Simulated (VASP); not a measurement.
## Si4O: single point with PBE+D3(BJ)

The system is Si4O, a slab with vacuum.

```
Si O
1.0
     3.83334    0.00000    0.00000
     0.00000    3.83334    0.00000
     0.00000    0.00000   21.10348
Si O
4 1
Direct
  0.00000 0.50000 0.18954
  0.00000 0.00000 0.25376
  0.50000 0.00000 0.32071
  0.50000 0.50000 0.38399
  0.87500 0.62500 0.48824
```

| Property | Result |
| --- | --- |
| Program | VASP 6.6.1 |
| Task | single point |
| Functional | PBE |
| Dispersion | D3(BJ) |
| Potentials or basis | VASP PAW PBE potentials, release 64 (Si, O) |
| Cutoff | 520 eV |
| k mesh | 7 × 7 × 1 |
| Occupations | gaussian, width 0.05 eV |
| Spin | collinear spin, ferromagnetic start |
| Starting moments | [0.0, 0.0, 0.0, 0.0, 2.0] μB |
| Dipole correction | yes |
| Further INCAR settings | ALGO = Normal; EDIFF = 1e-06; NBANDS = 23 |

- Largest force: 2.158 eV/Å
- Net moment: 1.22 μB per cell
- Site moments: Si -0.03, -0.01, -0.00, -0.02; O +1.09 μB
- Valence electrons inside the program's atomic spheres: Si 1.59, 1.67, 1.53 (each value once); O 4.60
- Dispersion energy per atom: -0.200 eV

Forces on the atoms (eV/Å):
```
Si  -0.040  0.039 -0.104
Si   0.102  0.041  0.307
Si   0.025 -0.134  0.128
Si   0.470  0.511  1.703
O   -0.558 -0.457 -2.034
```

Levels at points of the mesh, in eV from the Fermi level:
Spin up:
| k point | band 8 | band 9 | band 10 | band 11 | band 12 | band 13 | band 14 | band 15 |
| --- | --- | --- | --- | --- | --- | --- | --- | --- |
| (0.00, 0.00, 0.00) | -1.92 | -1.64 | -1.12 | -0.76 | 0.61 | 1.22 | 1.64 | 1.84 |
Spin down:
| k point | band 8 | band 9 | band 10 | band 11 | band 12 | band 13 |
| --- | --- | --- | --- | --- | --- | --- |
| (0.00, 0.00, 0.00) | -0.82 | -0.57 | -0.38 | 0.64 | 0.75 | 1.24 |

Run time: 6.5 min on 1 thread of Intel(R) Xeon(R) 6975P-C (Granite Rapids) (shared host), peak memory 0.65 GiB.
